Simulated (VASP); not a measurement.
# Al (P6_3/mmc) in VASP: a series of runs

The runs below take Al through single point, with LDA.

All numbers are computed with VASP 6.6.1; they aren't measurements. Logs are shortened: lines on timing, memory, paths and dates and some standing lists are left out, and cuts for length are marked.

## 1. The cell of the first run

It takes space group P6_3/mmc (No. 194, hexagonal). Conventional cell: a = 2.756 Å, b = 2.756 Å, c = 5.068 Å, α = 90.00°, β = 90.00°, γ = 120.00°. Al (site symmetry -6m2) has 12 Al at 2.76 to 2.99 Å within 3.6 Å.

## 2. Single point, LDA

INCAR

```
SYSTEM = Al
PREC = Accurate
ENCUT = 520
EDIFF = 1E-7
ISMEAR = -1
SIGMA = 0.15
LREAL = .False.
LASPH = .True.
NELM = 80
ALGO = Normal
ISIF = 2
LWAVE = .False.
LCHARG = .True.
LELF = .True.
LVHAR = .True.
NBANDS = 10
```

KPOINTS

```
Automatic mesh
0
Gamma
  14 14 7
  0 0 0
```

POSCAR

```
Al
1.0
    2.7562062430      0.0000000000      0.0000000000
   -1.3781031264      2.3869446244      0.0000000000
    0.0000000000      0.0000000000      5.0675239484
Al
2
Direct
    0.6666666667      0.3333333333      0.7500000000
    0.3333333333      0.6666666667      0.2500000000
```

Potentials or basis: VASP PAW LDA potentials, release 64 (Al).

Run with:

```sh
$ cat potpaw_LDA.64/Al/POTCAR > POTCAR
$ mpirun -np 1 vasp_std > vasp.out
```

OUTCAR:

```text
SYSTEM = Al
   PREC = Accurate
   ENCUT = 520
   EDIFF = 1E-7
   ISMEAR = -1
   LREAL = .False.
   LASPH = .True.
   NELM = 80
   ISIF = 2

 ion  position               nearest neighbor table
   1  0.667  0.333  0.750-   2 2.99   2 2.99   2 2.99   2 2.99   2 2.99   2 2.99
   2  0.333  0.667  0.250-   1 2.99   1 2.99   1 2.99   1 2.99   1 2.99   1 2.99

  LATTYP: Found a hexagonal cell.
 ALAT       =     2.7562062430
 C/A-ratio  =     1.8385866302

  Lattice vectors:

 A1 = (   2.7562062430,   0.0000000000,   0.0000000000)
 A2 = (  -1.3781031264,   2.3869446244,   0.0000000000)
 A3 = (   0.0000000000,   0.0000000000,   5.0675239484)

Analysis of symmetry for initial positions (statically):
=====================================================================
 Subroutine PRICEL returns:
 Original cell was already a primitive cell.

 Routine SETGRP: Setting up the symmetry group for a
 hexagonal supercell.

 Subroutine GETGRP returns: Found 24 space group operations
 (whereof 12 operations were pure point group operations)
 out of a pool of 24 trial point group operations.

The static configuration has the point symmetry D_3d.
 The point group associated with its full space group is D_6h.

Analysis of symmetry for dynamics (positions and initial velocities):
=====================================================================
 Subroutine PRICEL returns:
 Original cell was already a primitive cell.

 Routine SETGRP: Setting up the symmetry group for a
 hexagonal supercell.

 Subroutine GETGRP returns: Found 24 space group operations
 (whereof 12 operations were pure point group operations)
 out of a pool of 24 trial point group operations.

The dynamic configuration has the point symmetry D_3d.
 The point group associated with its full space group is D_6h.

 Subroutine INISYM returns: Found 24 space group operations
 (whereof 12 operations are pure point group operations),
 and found     1 'primitive' translations

----------------------------------------------------------------------------------------

                                     Primitive cell

  volume of cell :      33.3388

  direct lattice vectors                    reciprocal lattice vectors
     2.756206243  0.000000000  0.000000000     0.362817551  0.209472812  0.000000000
    -1.378103126  2.386944624  0.000000000     0.000000000  0.418945622  0.000000000
     0.000000000  0.000000000  5.067523948     0.000000000  0.000000000  0.197335032

  length of vectors
[... 83 lines left out ...]
   LREAL  =      F    real-space projection
   EDIFFG = 0.1E-05   stopping-criterion for IOM
   NSW    =      0    number of steps for IOM
   IBRION =     -1    ionic relax: 0-MD 1-quasi-New 2-CG
   NFREE  =      0    steps in history (QN), initial steepest desc. (CG)
   ISIF   =      2    stress and relaxation
   ISYM   =      2    0-nonsym 1-usesym 2-fastsym
   POTIM  = 0.5000    time-step for ionic-motion
   TEBEG  =    0.0;   TEEND  =   0.0 temperature during run
   PSTRESS=    0.0 pullay stress
   NELECT =       6.0000    total number of electrons
   NUPDOWN=      -1.0000    fix difference up-down
   EMIN   =  10.00;   EMAX   =-10.00  energy-range for DOS
   EFERMI =   0.00;   METHOD = LEGACY
   ISMEAR =    -1;   SIGMA  =   0.15  broadening in eV -4-tet -1-fermi 0-gaus
   EFERMI_NEDOS =   21; number of points for ismear=-14 and -15
   IALGO  =     38    algorithm
   IMIX   =      4    mixing-type and parameters
     AMIX     =   0.40;   BMIX     =  1.00
     AMIX_MAG =   1.60;   BMIX_MAG =  1.00
  volume/ion in A,a.u.               =      16.67       112.49
  Fermi-wavevector in a.u.,A,eV,Ry     =   0.924291  1.746656 11.623640  0.854313
  Thomas-Fermi vector in A             =   2.050021
   LORBIT       =      0    0 simple, 1 ext, 2 COOP (PROOUT), +10 PAW based schemes
   GGA     = CA    functional components
   LHFCALC =     F    Hartree Fock is set to
   AEXX    =    0.0000 exact exchange contribution
   IVDW    =     0    specifies the selected vdW correction
   LEPSILON=     F    determine dielectric tensor
   LRPA    =     F    only Hartree local field effects (RPA)
 non-spin polarized calculation
  energy-cutoff  :      520.00
  volume of cell :       33.34
 maximum number of plane-waves:       911
   NGX = 11   NGY = 11   NGZ = 19

 number of electron       6.0000000 magnetization

 Free energy of the ion-electron system (eV)
  ---------------------------------------------------
  ext. energy  EPLUGINS =         0.00000000
  ---------------------------------------------------
  free energy    TOTEN  =        -8.29309666 eV

  energy without entropy =       -8.23277611  energy(sigma->0) =       -8.26293639

 E-fermi :   7.6449     XC(G=0): -10.2979

 val. band max:        7.6347174082   @ k =   0.3571   0.2143   0.0000
 cond. band min:       7.7007320105   @ k =   0.2857   0.2143   0.4286
 fundamental gap:      0.0660146023
 Fermi energy:         7.6448595272

 k-point     1 :       0.0000    0.0000    0.0000
  band No.  band energies     occupation
      1      -3.3598      2.00000
      2       1.9019      2.00000
      3       2.6587      2.00000
      4      17.6341      0.00000
      5      18.0831      0.00000
      6      19.9857      0.00000
      7      19.9857      0.00000
      8      20.0476      0.00000
      9      20.0476      0.00000
     10      23.1668      0.00000
[... 287 lines left out ...]
 k-point    24 :       0.3571    0.2857    0.0000
  band No.  band energies     occupation
      1       4.4409      2.00000
      2       4.4463      2.00000
      3       6.1228      1.99992
      4       9.0273      0.00020
      5       9.8328      0.00000
      6      10.4666      0.00000
      7      10.5130      0.00000
      8      11.7847      0.00000
      9      12.3544      0.00000
     10      24.5839      0.00000

 [... further k-points ...]
[... 5 lines left out ...]
  --------------------------------------------------------------------------------------
  -------------------------------------------------------------------------------------
  Total        0.0740091      0.0740091     -1.3253428     -0.0000000      0.0000000      0.0000000
  in kB        3.5566882      3.5566882    -63.6925923     -0.0000000      0.0000000      0.0000000
  external PRESSURE =     -18.8597386 kB  Pullay stress =       0.0000000 kB

 VOLUME and BASIS-vectors are now :
 -----------------------------------------------------------------------------
  energy-cutoff  :      520.00
  volume of cell :       33.34
      direct lattice vectors                 reciprocal lattice vectors
     2.756206243  0.000000000  0.000000000     0.362817551  0.209472812  0.000000000
    -1.378103126  2.386944624  0.000000000     0.000000000  0.418945622  0.000000000
     0.000000000  0.000000000  5.067523948     0.000000000  0.000000000  0.197335032

 POSITION                                       TOTAL-FORCE (eV/Angst)
 -----------------------------------------------------------------------------------
      1.37810      0.79565      3.80064        -0.000000      0.000000      0.000000
     -0.00000      1.59130      1.26688         0.000000     -0.000000      0.000000
 -----------------------------------------------------------------------------------
    total drift:                                0.000000     -0.000000     -0.000000

  FREE ENERGIE OF THE ION-ELECTRON SYSTEM (eV)
  ---------------------------------------------------
  free  energy   TOTEN  =        -8.2930966615 eV

  energy  without entropy=       -8.2327761126  energy(sigma->0) =       -8.26293639
```

OSZICAR:

```text
N       E                     dE             d eps       ncg     rms          rms(c)
DAV:   1    -0.562204634162E+00   -0.56220E+00   -0.23053E+03  1920   0.471E+02
DAV:   2    -0.817282414184E+01   -0.76106E+01   -0.72415E+01  2572   0.558E+01
DAV:   3    -0.835453822350E+01   -0.18171E+00   -0.18060E+00  2564   0.659E+00
DAV:   4    -0.835524418150E+01   -0.70596E-03   -0.70582E-03  2372   0.457E-01
DAV:   5    -0.835524738676E+01   -0.32053E-05   -0.32061E-05  2330   0.315E-02    0.194E+00
DAV:   6    -0.831703332391E+01    0.38214E-01   -0.62213E-03  2168   0.336E-01    0.109E+00
DAV:   7    -0.829329757617E+01    0.23736E-01   -0.13693E-02  2146   0.496E-01    0.184E-01
DAV:   8    -0.829309791118E+01    0.19966E-03   -0.24946E-04  2516   0.854E-02    0.669E-03
DAV:   9    -0.829309686991E+01    0.10413E-05   -0.27567E-06  2320   0.967E-03    0.414E-03
DAV:  10    -0.829309665986E+01    0.21005E-06   -0.45250E-07  2450   0.253E-03    0.879E-04
DAV:  11    -0.829309666153E+01   -0.16689E-08   -0.15068E-08  1242   0.743E-04
   1 F= -.82930967E+01 E0= -.82629364E+01  d E =-.603205E-01
```

It took 8.8 s on 1 thread of Intel Xeon 6975P-C (Granite Rapids), shared host; peak memory 0.14 GiB.

What came out:

```yaml
Free_energy: -8.2931 eV
Pressure: -1.9 GPa
Band_gap_on_the_k_mesh: zero (band 3 reaches 9.94 eV, above the bottom of band 4 at 4.95 eV)
```

Levels at points of the mesh, in eV from the Fermi level:
```csv
k point,band 1,band 2,band 3,band 4,band 5,band 6
"(0.00, 0.00, 0.00)",-11.00,-5.74,-4.99,9.99,10.44,12.34
"(0.50, 0.00, 0.00)",-4.70,-4.69,0.13,0.73,0.93,1.52
```

## 3. Single point, LDA

This run uses another cell than the first one, of the same volume but with other edges.

INCAR

```
SYSTEM = Al
PREC = Accurate
ENCUT = 520
EDIFF = 1E-6
ISMEAR = -1
SIGMA = 0.15
LREAL = .FALSE.
LASPH = .TRUE.
NELM = 100
ALGO = Normal
ISIF = 2
LWAVE = .FALSE.
LCHARG = .TRUE.
GGA = CA
LELF = .TRUE.
LVHAR = .TRUE.
NBANDS = 10
```

KPOINTS

```
regular mesh
0
G
  14 14 7
  0 0 0
```

POSCAR

```
Al
1.0
    2.7843307965      0.0000000000      0.0000000000
   -1.3921654032      2.4113012022      0.0000000000
    0.0000000000      0.0000000000      4.9656667687
Al
2
Direct
    0.6666666667      0.3333333333      0.7500000000
    0.3333333333      0.6666666667      0.2500000000
```

Potentials or basis: VASP PAW LDA potentials, release 64 (Al).

Run with:

```sh
$ cat potpaw_LDA.64/Al/POTCAR > POTCAR
$ mpirun -np 1 vasp_std > vasp.out
```

Wall time 8.5 s (1 thread of Intel Xeon 6975P-C (Granite Rapids), shared host); peak memory 0.15 GiB.

It converged, with:

| Quantity | Value |
| --- | --- |
| Free energy | -8.3154 eV |
| Pressure | -2.4 GPa |
| Band gap on the k mesh | zero (band 3 reaches 10.12 eV, above the bottom of band 4 at 4.88 eV) |

Stress tensor (GPa, compression positive):
```
-1.12  0.00  0.00
 0.00 -1.12  0.00
 0.00  0.00 -5.07
```

Levels at points of the mesh, in eV from the Fermi level:
```csv
k point,band 1,band 2,band 3,band 4,band 5,band 6,band 7,band 8
"(0.00, 0.00, 0.00)",-11.00,-5.40,-4.87,10.59,11.34,11.83,11.83,12.02
"(0.50, 0.00, 0.00)",-4.85,-4.77,0.36,0.68,1.12,1.52,6.58,8.04
```

## 4. Single point, LDA

This run uses another cell than the first one, of the same volume but with other edges.

INCAR

```
SYSTEM = Al
PREC     = Accurate       ! precision mode
ENCUT    = 520            ! plane-wave cutoff, eV
EDIFF    = 1E-6           ! SCF threshold, eV
ISMEAR   = -1             ! smearing method
SIGMA    = 0.15           ! smearing width, eV
LREAL    = .FALSE.        ! projectors in reciprocal space
LASPH    = .TRUE.         ! aspherical terms in the spheres
NELM     = 80             ! most SCF steps
ALGO     = Normal         ! electronic algorithm
ISIF     = 2              ! what is computed and relaxed
LWAVE    = .FALSE.        ! write WAVECAR
LCHARG   = .FALSE.        ! write CHGCAR
NBANDS   = 10             ! bands
```

KPOINTS is that of step 3.

POSCAR

```
Al
1.0
    2.8124553500      0.0000000000      0.0000000000
   -1.4062276800      2.4356577800      0.0000000000
    0.0000000000      0.0000000000      4.8668500000
Al
2
Direct
    0.6666666667      0.3333333333      0.7500000000
    0.3333333333      0.6666666667      0.2500000000
```

Potentials or basis: VASP PAW LDA potentials, release 64 (Al).

Run with:

```sh
$ cat potpaw_LDA.64/Al/POTCAR > POTCAR
$ mpirun -np 1 vasp_std > vasp.out
```

OUTCAR:

```text
SYSTEM = Al
   PREC = Accurate
   ENCUT = 520
   EDIFF = 1E-6
   ISMEAR = -1
   LREAL = .FALSE.
   LASPH = .TRUE.
   NELM = 80
   ISIF = 2

 ion  position               nearest neighbor table
   1  0.667  0.333  0.750-   2 2.93   2 2.93   2 2.93   2 2.93   2 2.93   2 2.93
   2  0.333  0.667  0.250-   1 2.93   1 2.93   1 2.93   1 2.93   1 2.93   1 2.93

  LATTYP: Found a hexagonal cell.
 ALAT       =     2.8124553500
 C/A-ratio  =     1.7304630276

  Lattice vectors:

 A1 = (   2.8124553500,   0.0000000000,   0.0000000000)
 A2 = (  -1.4062276800,   2.4356577800,   0.0000000000)
[... 492 lines left out ...]
      7      10.7965      0.00000
      8      12.0664      0.00000
      9      12.2709      0.00000
     10      24.8267      0.00000

 [... further k-points ...]
[... 5 lines left out ...]
  --------------------------------------------------------------------------------------
  -------------------------------------------------------------------------------------
  Total       -0.4966097     -0.4966097     -0.7924085      0.0000000     -0.0000000      0.0000000
  in kB      -23.8657944    -23.8657944    -38.0811316      0.0000000     -0.0000000      0.0000000
  external PRESSURE =     -28.6042402 kB  Pullay stress =       0.0000000 kB

 VOLUME and BASIS-vectors are now :
 -----------------------------------------------------------------------------
  energy-cutoff  :      520.00
  volume of cell :       33.34
      direct lattice vectors                 reciprocal lattice vectors
     2.812455350  0.000000000  0.000000000     0.355561200  0.205283355  0.000000000
    -1.406227680  2.435657780  0.000000000     0.000000000  0.410566709  0.000000000
     0.000000000  0.000000000  4.866850000     0.000000000  0.000000000  0.205471712

 POSITION                                       TOTAL-FORCE (eV/Angst)
 -----------------------------------------------------------------------------------
      1.40623      0.81189      3.65014         0.000000      0.000000      0.000000
     -0.00000      1.62377      1.21671        -0.000000     -0.000000      0.000000
 -----------------------------------------------------------------------------------
    total drift:                               -0.000000      0.000000     -0.000000

  FREE ENERGIE OF THE ION-ELECTRON SYSTEM (eV)
  ---------------------------------------------------
  free  energy   TOTEN  =        -8.3266267415 eV

  energy  without entropy=       -8.2671113373  energy(sigma->0) =       -8.29686904
```

stdout:

```text
POSCAR found type information on POSCAR Al
 POSCAR found :  1 types and       2 ions
 scaLAPACK will be used
 LDA part: xc-table for (Slater(with rela. corr.)+CA(PZ))
 , standard interpolation
 POSCAR, INCAR and KPOINTS ok, starting setup
 FFT: planning ... GRIDC
 FFT: planning ... GRID_SOFT
 FFT: planning ... GRID
 WAVECAR not read
 entering main loop
```

Wall time 6.2 s (1 thread of Intel Xeon 6975P-C (Granite Rapids), shared host); peak memory 0.14 GiB.

Results:

```yaml
Free_energy: -8.3266 eV
Pressure: -2.9 GPa
Band_gap_on_the_k_mesh: zero (band 3 reaches 10.17 eV, above the bottom of band 4 at 4.85 eV)
```

Levels at points of the mesh, in eV from the Fermi level:
```csv
k point,band 1,band 2,band 3,band 4,band 5,band 6,band 7,band 8
"(0.00, 0.00, 0.00)",-11.01,-5.06,-4.76,11.15,11.33,11.33,11.62,11.62
"(0.50, 0.00, 0.00)",-5.00,-4.87,0.60,0.64,1.31,1.52,6.20,7.74
```

## 5. The runs side by side

| cell | gap on the mesh (eV) | pressure (GPa) |
| --- | --- | --- |
| a = 2.756, b = 2.756, c = 5.068 Å, angles 90.0, 90.0, 120.0°, 2 atoms | none | -1.9 |
| a = 2.784, b = 2.784, c = 4.966 Å, angles 90.0, 90.0, 120.0°, 2 atoms | none | -2.4 |
| a = 2.812, b = 2.812, c = 4.867 Å, angles 90.0, 90.0, 120.0°, 2 atoms | none | -2.9 |

Alike in all rows: task single point; level LDA; potentials or basis VASP PAW LDA potentials, release 64 (Al); no spin polarisation; k mesh 14 × 14 × 7; cutoff (eV) 520; smearing fermi-dirac 0.15 eV.

Total energies depend on the potentials used, so only differences within one code and one set of settings carry meaning.
